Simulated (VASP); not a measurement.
# C in VASP: notebook

The runs below take C through single point, with PBE+D3(BJ).

All numbers are computed with VASP 6.6.1; they aren't measurements. Logs are shortened: lines on timing, memory, paths and dates and some standing lists are left out, and cuts for length are marked.

### 1 The cell of the first run

The cell holds a slab with vacuum, 4 atoms: a = 2.466 Å, b = 2.466 Å, c = 17.500 Å, α = 90.00°, β = 90.00°, γ = 120.00°.

### 2 Single point, PBE+D3(BJ)

Input file INCAR:

```
SYSTEM = C
ALGO     = Normal         ! electronic algorithm
DIPOL    = 0.5 0.5 0.345
EDIFF    = 1E-7           ! SCF threshold, eV
ENCUT    = 520            ! plane-wave cutoff, eV
GGA      = PE             ! functional
IDIPOL   = 3            
ISIF     = 2              ! what is computed and relaxed
ISMEAR   = 0              ! smearing method
IVDW     = 12             ! dispersion correction
LASPH    = .TRUE.         ! aspherical terms in the spheres
LCHARG   = .FALSE.        ! write CHGCAR
LDIPOL   = .TRUE.       
LREAL    = .FALSE.        ! projectors in reciprocal space
LWAVE    = .FALSE.        ! write WAVECAR
NBANDS   = 16             ! bands
NELM     = 80             ! most SCF steps
PREC     = Accurate       ! precision mode
SIGMA    = 0.1            ! smearing width, eV
```

Input file KPOINTS:

```
k-points
0
G
  15 15 1
  0 0 0
```

Input file POSCAR:

```
C
1.0
    2.4657189590      0.0000000000      0.0000000000
   -1.2328594795      2.1353752571      0.0000000000
    0.0000000000      0.0000000000     17.5000000000
C
4
Direct
    0.3333333333      0.6666666667      0.2571428571
    0.6666666667      0.3333333333      0.2571428571
    0.3333333333      0.6666666667      0.4320000000
    0.0000000000      1.0000000000      0.4320000000
```

Potentials or basis: VASP PAW PBE potentials, release 64 (C).

Started as:

```sh
$ cat potpaw_PBE.64/C/POTCAR > POTCAR
$ mpirun -np 1 vasp_std > vasp.out
```

OUTCAR:

```text
SYSTEM = C
   EDIFF = 1E-7
   ENCUT = 520
   GGA = PE
   ISIF = 2
   ISMEAR = 0
   IVDW = 12
   LASPH = .TRUE.
   LREAL = .FALSE.
   NELM = 80
   PREC = Accurate
 IVDW          = 12

 ion  position               nearest neighbor table
   1  0.333  0.667  0.257-   2 1.42   2 1.42   2 1.42
   2  0.667  0.333  0.257-   1 1.42   1 1.42   1 1.42
   3  0.333  0.667  0.432-   4 1.42   4 1.42   4 1.42
   4  0.000  0.000  0.432-   3 1.42   3 1.42   3 1.42

  LATTYP: Found a hexagonal cell.
 ALAT       =     2.4657189590
 C/A-ratio  =     7.0973214267

  Lattice vectors:

 A1 = (   2.4657189590,   0.0000000000,   0.0000000000)
 A2 = (  -1.2328594795,   2.1353752571,   0.0000000000)
 A3 = (   0.0000000000,   0.0000000000,  17.5000000000)

Analysis of symmetry for initial positions (statically):
=====================================================================
 Subroutine PRICEL returns:
 Original cell was already a primitive cell.

 Routine SETGRP: Setting up the symmetry group for a
 hexagonal supercell.

 Subroutine GETGRP returns: Found 12 space group operations
 (whereof  6 operations were pure point group operations)
 out of a pool of 24 trial point group operations.

The static configuration has the point symmetry C_3v.
 The point group associated with its full space group is D_3d.

Analysis of symmetry for dynamics (positions and initial velocities):
=====================================================================
 Subroutine PRICEL returns:
 Original cell was already a primitive cell.

 Routine SETGRP: Setting up the symmetry group for a
 hexagonal supercell.

 Subroutine GETGRP returns: Found 12 space group operations
 (whereof  6 operations were pure point group operations)
 out of a pool of 24 trial point group operations.

The dynamic configuration has the point symmetry C_3v.
 The point group associated with its full space group is D_3d.

 Subroutine INISYM returns: Found 12 space group operations
 (whereof  6 operations are pure point group operations),
 and found     1 'primitive' translations

----------------------------------------------------------------------------------------

                                     Primitive cell

  volume of cell :      92.1416

  direct lattice vectors                    reciprocal lattice vectors
     2.465718959  0.000000000  0.000000000     0.405561224  0.234150882  0.000000000
    -1.232859480  2.135375257  0.000000000     0.000000000  0.468301764  0.000000000
     0.000000000  0.000000000 17.500000000     0.000000000  0.000000000  0.057142857

  length of vectors
     2.465718959  2.465718959 17.500000000     0.468301764  0.468301764  0.057142857

  position of ions in fractional coordinates (direct lattice)
     0.333333333  0.666666667  0.257142857
     0.666666667  0.333333333  0.257142857
     0.333333333  0.666666667  0.432000000
     0.000000000  0.000000000  0.432000000

  ion indices of the primitive-cell ions
   primitive index   ion index
                 1           1
                 2           2
                 3           3
                 4           4

----------------------------------------------------------------------------------------

 KPOINTS: k-points

Automatic generation of k-mesh.
 Grid dimensions read from file:
 generate k-points for:   15   15    1

 Generating k-lattice:

  Cartesian coordinates                     Fractional coordinates (reciprocal lattice)
     0.027037415  0.015610059  0.000000000     0.066666667  0.000000000  0.000000000
     0.000000000  0.031220118  0.000000000     0.000000000  0.066666667  0.000000000
     0.000000000  0.000000000  0.057142857     0.000000000  0.000000000  1.000000000

  Length of vectors
     0.031220118  0.031220118  0.057142857

  Shift w.r.t. Gamma in fractional coordinates (k-lattice)
     0.000000000  0.000000000  0.000000000

 Subroutine IBZKPT returns following result:
 ===========================================

 Found     27 irreducible k-points:

 Following reciprocal coordinates:
            Coordinates               Weight
  0.000000  0.000000  0.000000      1.000000
  0.066667  0.000000  0.000000      6.000000
  0.133333  0.000000  0.000000      6.000000
  0.200000  0.000000  0.000000      6.000000
  0.266667  0.000000  0.000000      6.000000
  0.333333 -0.000000  0.000000      6.000000
[... 16 lines left out ...]
  0.333333  0.200000  0.000000     12.000000
  0.400000  0.200000  0.000000      6.000000
 [... further k-points ...]
   k-points           NKPTS =     27   k-points in BZ     NKDIM =     27   number of bands    NBANDS=     16
   number of dos      NEDOS =    301   number of ions     NIONS =      4
   total plane-waves  NPLWV =  45360
   dimension x,y,z NGX =    18 NGY =   18 NGZ =  140
   dimension x,y,z NGXF=    36 NGYF=   36 NGZF=  280
   ions per type =               4
   NGX,Y,Z   is equivalent  to a cutoff of  12.14, 12.14, 13.30 a.u.
   NGXF,Y,Z  is equivalent  to a cutoff of  24.27, 24.27, 26.60 a.u.
 SYSTEM =  C
   PREC   = accura    normal or accurate (medium, high low for compatibility)
   ISTART =      0    job   : 0-new  1-cont  2-samecut
   ICHARG =      2    charge: 1-file 2-atom 10-const
   ISPIN  =      1    spin polarized calculation?
   LNONCOLLINEAR =      F non collinear calculations
   LSORBIT =      F    spin-orbit coupling
   LASPH  =      T    aspherical Exc in radial PAW
   ENCUT  =  520.0 eV  38.22 Ry    6.18 a.u.   4.58  4.58 32.54*2*pi/ulx,y,z
   NELM   =     80;   NELMIN=  2; NELMDL= -5     # of ELM steps
   EDIFF  = 0.1E-06   stopping-criterion for ELM
   LREAL  =      F    real-space projection
   EDIFFG = 0.1E-05   stopping-criterion for IOM
   NSW    =      0    number of steps for IOM
   IBRION =     -1    ionic relax: 0-MD 1-quasi-New 2-CG
   NFREE  =      0    steps in history (QN), initial steepest desc. (CG)
   ISIF   =      2    stress and relaxation
   ISYM   =      2    0-nonsym 1-usesym 2-fastsym
   POTIM  = 0.5000    time-step for ionic-motion
   TEBEG  =    0.0;   TEEND  =   0.0 temperature during run
   PSTRESS=    0.0 pullay stress
   NELECT =      16.0000    total number of electrons
   NUPDOWN=      -1.0000    fix difference up-down
   EMIN   =  10.00;   EMAX   =-10.00  energy-range for DOS
   EFERMI =   0.00;   METHOD = LEGACY
   ISMEAR =     0;   SIGMA  =   0.10  broadening in eV -4-tet -1-fermi 0-gaus
   EFERMI_NEDOS =   21; number of points for ismear=-14 and -15
   IALGO  =     38    algorithm
   IMIX   =      4    mixing-type and parameters
     AMIX     =   0.40;   BMIX     =  1.00
     AMIX_MAG =   1.60;   BMIX_MAG =  1.00
  volume/ion in A,a.u.               =      23.04       155.45
  Fermi-wavevector in a.u.,A,eV,Ry     =   0.913334  1.725951 11.349690  0.834179
  Thomas-Fermi vector in A             =   2.037833
   LORBIT       =      0    0 simple, 1 ext, 2 COOP (PROOUT), +10 PAW based schemes
   GGA     = PE    functional components
   LHFCALC =     F    Hartree Fock is set to
   AEXX    =    0.0000 exact exchange contribution
   IVDW    =    12    specifies the selected vdW correction
   LEPSILON=     F    determine dielectric tensor
   LRPA    =     F    only Hartree local field effects (RPA)
 non-spin polarized calculation
 Gauss-broadening in eV      SIGMA  =   0.10
  energy-cutoff  :      520.00
  volume of cell :       92.14
 maximum number of plane-waves:      2521
   NGX =  9   NGY =  9   NGZ = 65

 dipolmoment           0.000000      0.000000      0.000005 electrons x Angstroem

 number of electron      15.9999998 magnetization

 dipolmoment           0.000000      0.000000     -0.000001 electrons x Angstroem

 Free energy of the ion-electron system (eV)
  ---------------------------------------------------
  ext. energy  EPLUGINS =         0.00000000
  ---------------------------------------------------
  free energy    TOTEN  =       -36.81504149 eV

  energy without entropy =      -36.81403848  energy(sigma->0) =      -36.81453998

 E-fermi :  -0.8807     XC(G=0):  -4.3714

 val. band max:       -0.8807388948   @ k =   0.3333   0.3333   0.0000
 cond. band min:      -0.8807354198   @ k =   0.3333   0.3333   0.0000
 fundamental gap:      0.0000034749
 Fermi energy:        -0.8807371574

 k-point     1 :       0.0000    0.0000    0.0000
  band No.  band energies     occupation
      1     -20.5240      2.00000
      2     -20.2269      2.00000
      3      -9.1853      2.00000
      4      -7.6859      2.00000
      5      -3.8949      2.00000
      6      -3.8949      2.00000
[... 8 lines left out ...]
     15       7.4377      0.00000
     16       7.4939      0.00000

 k-point     2 :       0.0667    0.0000    0.0000
  band No.  band energies     occupation
      1     -20.4180      2.00000
      2     -20.1226      2.00000
      3      -9.0577      2.00000
      4      -7.5638      2.00000
      5      -4.3255      2.00000
      6      -4.2909      2.00000
[... 8 lines left out ...]
     15       7.5567      0.00000
     16       7.8885      0.00000

 k-point     3 :       0.1333    0.0000    0.0000
  band No.  band energies     occupation
      1     -20.1008      2.00000
      2     -19.8105      2.00000
      3      -8.6766      2.00000
      4      -7.2000      2.00000
      5      -5.4660      2.00000
      6      -5.4072      2.00000
[... 8 lines left out ...]
     15       7.6197      0.00000
     16       9.1297      0.00000
[... 362 lines left out ...]
 k-point    23 :       0.3333    0.2000    0.0000
  band No.  band energies     occupation
      1     -15.5534      2.00000
      2     -15.3433      2.00000
      3     -12.5694      2.00000
      4     -12.4202      2.00000
      5      -9.6092      2.00000
      6      -9.5034      2.00000
[... 8 lines left out ...]
     15      10.8952      0.00000
     16      11.1481      0.00000

 k-point    24 :       0.4000    0.2000    0.0000
  band No.  band energies     occupation
      1     -14.5831      2.00000
      2     -14.4725      2.00000
      3     -13.5586      2.00000
      4     -13.4904      2.00000
      5      -9.7449      2.00000
      6      -9.6335      2.00000
[... 8 lines left out ...]
     15      11.1838      0.00000
     16      11.3053      0.00000

 [... further k-points ...]

------------------------ aborting loop because EDIFF is reached ----------------------------------------

 vacuum level on the upper side and lower side of the slab       (xc-potential included)        -0.132        -0.134

 Edisp (eV)   -0.50990

 E8    (eV) :    -0.1540

  FORCE on cell =-STRESS in cart. coord.  units (eV):
  Direction    XX          YY          ZZ          XY          YZ          ZX
  --------------------------------------------------------------------------------------
  -------------------------------------------------------------------------------------
  Total       0.06805     0.06805     0.59570     0.00000     0.00000     0.00000
  in kB       1.18327     1.18327    10.35820     0.00000     0.00000     0.00000
  external pressure =        4.24 kB  Pullay stress =        0.00 kB

 VOLUME and BASIS-vectors are now :
 -----------------------------------------------------------------------------
  energy-cutoff  :      520.00
  volume of cell :       92.14
      direct lattice vectors                 reciprocal lattice vectors
     2.465718959  0.000000000  0.000000000     0.405561224  0.234150882  0.000000000
    -1.232859480  2.135375257  0.000000000     0.000000000  0.468301764  0.000000000
     0.000000000  0.000000000 17.500000000     0.000000000  0.000000000  0.057142857

 POSITION                                       TOTAL-FORCE (eV/Angst)
 -----------------------------------------------------------------------------------
     -0.00000      1.42358      4.50000        -0.000000     -0.000000     -0.078094
      1.23286      0.71179      4.50000        -0.000000      0.000000     -0.124875
     -0.00000      1.42358      7.56000         0.000000      0.000000      0.078094
      0.00000      0.00000      7.56000         0.000000      0.000000      0.124875
 -----------------------------------------------------------------------------------
    total drift:                                0.000000     -0.000000     -0.000021

  FREE ENERGIE OF THE ION-ELECTRON SYSTEM (eV)
  ---------------------------------------------------
  free  energy   TOTEN  =       -37.3249401499 eV

  energy  without entropy=      -37.3239371462  energy(sigma->0) =      -37.32443865

 vacuum level on the upper side and lower side of the slab         3.373         3.372
```

It took 74 s on 1 thread of AMD EPYC 7R13, shared host; peak memory 0.18 GiB.

Results:

| Property | Result |
| --- | --- |
| Free energy | -37.3249 eV |
| Largest force | 0.125 eV/Å |
| Band gap on the k mesh | zero (filled and empty bands touch) |
| Dispersion energy per atom | -0.127 eV |

Forces in eV/Å, atoms in the order of the input:
```
C    0.000  0.000 -0.078
C    0.000  0.000 -0.125
C    0.000  0.000  0.078
C    0.000  0.000  0.125
```

Levels at points of the mesh, in eV from the Fermi level:
```tsv
k point	band 5	band 6	band 7	band 8	band 9	band 10	band 11	band 12
(0.00, 0.00, 0.00)	-3.01	-3.01	-2.99	-2.99	3.52	3.94	4.87	6.52
```

(Continued in part 2 of 2.)
